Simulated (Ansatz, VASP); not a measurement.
Al3B2Sb: VASP beside Ansatz

Contents of INCAR:

```
ALGO = Normal
EDIFF = 1E-6
ENCUT = 520
GGA = PE
ISIF = 2
ISMEAR = 0
LASPH = True
LCHARG = False
LREAL = False
LWAVE = False
NBANDS = 32
NELM = 100
PREC = Accurate
SIGMA = 0.2
```

File KPOINTS:

```
k-points
0
Gamma
  8 4 2
```

File POSCAR:

```
Al3B2Sb
1.0
    0.0000000000      0.0000000000     -2.8111864599
    3.0700587002     -5.3174976509      0.0000000000
   -9.2101761005     -5.3174976510      0.0000000000
Al B Sb
6 4 2
Direct
    0.0000000000      0.2500000000      0.7500000000
    0.0000000000      0.7500000000      0.2500000000
    0.0000000000      0.5000000000      1.0000000000
    0.0000000000      0.0000000000      0.5000000000
    0.0000000000      0.7500000000      0.7500000000
    0.0000000000      0.2500000000      0.2500000000
    0.5000000000      0.5000000000      0.8333333333
    0.5000000000      0.0000000000      0.3333333333
    0.5000000000      0.0000000000      0.6666666667
    0.5000000000      0.5000000000      0.1666666667
    0.5000000000      0.5000000000      0.5000000000
    0.5000000000      1.0000000000      1.0000000000
```

Input for Ansatz:

```yaml
crystal:
  lattice:
    - [0.0, 0.0, -2.8111864599]
    - [3.0700587002, -5.3174976509, 0.0]
    - [-9.2101761005, -5.317497651, 0.0]
  atoms:
    - { symbol: Al, position: [0.0, 0.25, 0.75] }
    - { symbol: Al, position: [0.0, 0.75, 0.25] }
    - { symbol: Al, position: [0.0, 0.5, 1.0] }
    - { symbol: Al, position: [0.0, 0.0, 0.5] }
    - { symbol: Al, position: [0.0, 0.75, 0.75] }
    - { symbol: Al, position: [0.0, 0.25, 0.25] }
    - { symbol: B, position: [0.5, 0.5, 0.8333333333] }
    - { symbol: B, position: [0.5, 0.0, 0.3333333333] }
    - { symbol: B, position: [0.5, 0.0, 0.6666666667] }
    - { symbol: B, position: [0.5, 0.5, 0.1666666667] }
    - { symbol: Sb, position: [0.5, 0.5, 0.5] }
    - { symbol: Sb, position: [0.5, 1.0, 1.0] }
basis:
  ecutwfc: 420
kpoints:
  mp_grid: { grid: [8, 4, 2] }
hamiltonian:
  xc: pbe
scf:
  occupations: { method: gaussian, width: 0.2 }
  lower_state_search: "off"
output:
  forces: true
  stress: true
  eigenvalues: true
```

Alike in both runs: task single point; functional PBE; k mesh 8 × 4 × 2; occupations gaussian, width 0.2 eV; no spin polarisation.

|  | VASP | Ansatz |
| --- | --- | --- |
| version | VASP 6.6.1 | Ansatz 0.2.0 |
| potentials or method | VASP PAW PBE potentials, release 64 (Al, B, Sb), cutoff 520 eV | scalar-relativistic, plane waves, PAW |
| valence electrons in the cell | 40 | 60 |

Ansatz gave:

| Quantity | Value |
| --- | --- |
| gap on the k mesh at the Fermi level (eV) | none |
| pressure (GPa) | -0.6 |
| traceless stress, the component that is largest in VASP (GPa) | -4.19 |
| rms of the force components (eV/Å) | 0.003 |

Question: Estimate VASP's values.

Answer: gap on the k mesh at the Fermi level (eV): none; pressure (GPa): -0.7; traceless stress, the component that is largest in VASP (GPa): -4.16; rms of the force components (eV/Å): 0.003.

Atom by atom the forces differ by 0.000 eV/Å (rms over components). A gap of «none» marks a metal or a gap that the smearing closes. The functional is the same, so the differences come from potentials, cutoffs and numerics. VASP's potentials hold 40 valence electrons a cell and Ansatz's 60, so a difference there can come from the potentials and not from the codes.

Spin-orbit coupling is off throughout.
